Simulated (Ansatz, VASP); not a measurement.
## Two plane-wave programs on Al

```xyz
8
Lattice="4.1807 0.0000 0.0000 0.0000 4.1807 0.0000 0.0000 0.0000 29.3752" Properties=species:S:1:pos:R:3 pbc="T T T"
Al    2.0904    2.0904   16.5108
Al    0.0000    0.0000   17.5152
Al    0.0000    2.0904   19.3288
Al    2.0904    0.0000   19.3288
Al    2.0904    2.0904   21.2751
Al    0.0000    0.0000   21.3255
Al    0.0000    2.0904   23.2754
Al    2.0904    0.0000   23.2754
```

Alike in both runs: task single point; functional PBEsol; k mesh 8 × 8 × 1; occupations methfessel-paxton of order 1, width 0.1 eV; no spin polarisation.

|  | VASP | Ansatz |
| --- | --- | --- |
| version | VASP 6.6.1 | Ansatz 0.2.0 |
| potentials or method | VASP PAW PBE potentials, release 64 (Al), cutoff 400 eV | scalar-relativistic, plane waves, PAW |
| valence electrons in the cell | 24 | 24 |

Ansatz gave:

| Quantity | Value |
| --- | --- |
| gap on the k mesh at the Fermi level (eV) | none |
| rms of the force components (eV/Å) | 0.245 |

Q: Which values does VASP return?

A: gap on the k mesh at the Fermi level (eV): none; rms of the force components (eV/Å): 0.246.

VASP's potentials were made for PBE, not for PBEsol, and Ansatz warns of the same on its side. Atom by atom the forces differ by 0.001 eV/Å (rms over components). A gap of «none» marks a metal or a gap that the smearing closes. The functional is the same, so the differences come from potentials, cutoffs and numerics. Ansatz's warnings: xc potential rough in thin density.
